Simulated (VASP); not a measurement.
A run of VASP 6.6.1 is set up as follows.

The input INCAR:

```
SYSTEM = Rh
  ALGO = Normal
  EDIFF = 1E-6
  EDIFFG = -0.03
  ENCUT = 600
  IBRION = 2
  ISIF = 3
  ISMEAR = 0
  LASPH = .TRUE.
  LCHARG = .FALSE.
  LREAL = .FALSE.
  LWAVE = .FALSE.
  NELM = 60
  NSW = 60
  PREC = Accurate
  SIGMA = 0.1
```

File KPOINTS:

```
k-points
0
G
  10 10 10
  0 0 0
```

File POSCAR:

```
Rh
1.0
    2.4700000000      0.0000000000      0.0000000000
    0.0000000000      2.4700000000      0.0000000000
    0.0000000000      0.0000000000      2.4700000000
Rh
1
Direct
    0.0000000000      0.0000000000      0.0000000000
```

Potentials or basis: VASP PAW LDA potentials, release 64 (Rh_pv).

Command:

```bash
$ cat potpaw_LDA.64/Rh_pv/POTCAR > POTCAR
$ mpirun -np 1 vasp_std > vasp.out
```

Predict the space group after relaxing (to 0.05 Å).

Pm-3m (No. 221).

What does it give for the relaxed cell?

a = 2.483 Å, b = 2.483 Å, c = 2.483 Å, α = 90.00°, β = 90.00°, γ = 90.00°.

Step by step:
```
step  energy change (eV)  largest force (eV/Å)  pressure (GPa)  volume (Å³)
   1              0.0000                0.0000            3.74        15.07
   2              0.0102                0.0000           -7.42        15.85
   3             -0.0027                0.0000           -0.04        15.31
```
